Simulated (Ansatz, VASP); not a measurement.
**One calculation of Os, two programs**

The input INCAR:

```
SYSTEM = Os
  PREC = Accurate
  ENCUT = 520
  EDIFF = 1E-6
  ISMEAR = -1
  SIGMA = 0.1
  LREAL = .False.
  LASPH = .True.
  NELM = 100
  ALGO = Normal
  ISIF = 2
  LWAVE = .False.
  LCHARG = .False.
  GGA = PS
  NBANDS = 19
```

KPOINTS

```
regular mesh
0
Gamma
  10 10 13
  0 0 0
```

The input POSCAR:

```
Os
1.0
    4.2853606649      0.0000000000      0.0000000000
   -2.1426803324      3.7112312002      0.0000000000
    0.0000000000      0.0000000000      2.6931121954
Os
3
Direct
    0.0000000000      0.0000000000      1.0000000000
    0.3333333333      0.6666666667      0.5000000000
    0.6666666667      0.3333333333      0.5000000000
```

Input for Ansatz:

```yaml
crystal:
  lattice:
    - [4.2853606649, 0.0, 0.0]
    - [-2.1426803324, 3.7112312002, 0.0]
    - [0.0, 0.0, 2.6931121954]
  atoms:
    - { symbol: Os, position: [0.0, 0.0, 1.0] }
    - { symbol: Os, position: [0.3333333333, 0.6666666667, 0.5] }
    - { symbol: Os, position: [0.6666666667, 0.3333333333, 0.5] }
hamiltonian:
  xc: pbesol
  pseudopotentials:
    kind: paw
    azcp:
      Os: "pseudopotentials/Os.paw.azcp"
basis:
  ecutwfc: 420
  fft_grid_basis: typed
kpoints:
  mp_grid: { grid: [10, 10, 13], shift: [0, 0, 0] }
magnetization:
  spin_polarized: false
scf:
  occupations: { method: fermi_dirac, width: 0.1 }
  lower_state_search: "off"
output:
  stress: true
```

Alike in both runs: task single point; functional PBEsol; k mesh 10 × 10 × 13; occupations fermi-dirac, width 0.1 eV; no spin polarisation.

```csv
,VASP,Ansatz
version,VASP 6.6.1,Ansatz 0.2.0
potentials or method,"VASP PAW PBE potentials, release 64 (Os), cutoff 520 eV","plane waves (420 eV) with PAW, scalar-relativistic"
valence electrons in the cell,24,48
```

VASP gave:

```
pressure (GPa)                                                : 0.3
traceless stress, the component that is largest in VASP (GPa) : 0.70
```

Problem. Estimate Ansatz's values.

Solution. Pressure (GPa): 0.0; traceless stress, the component that is largest in VASP (GPa): 0.55.

VASP's potentials were made for PBE, not for PBEsol, and Ansatz warns of the same on its side. With one functional, cell and mesh, what is left measures potentials, basis and numerics. VASP's potentials hold 24 valence electrons a cell and Ansatz's 48, so a difference there can come from the potentials and not from the codes.

Spin-orbit coupling is off throughout.
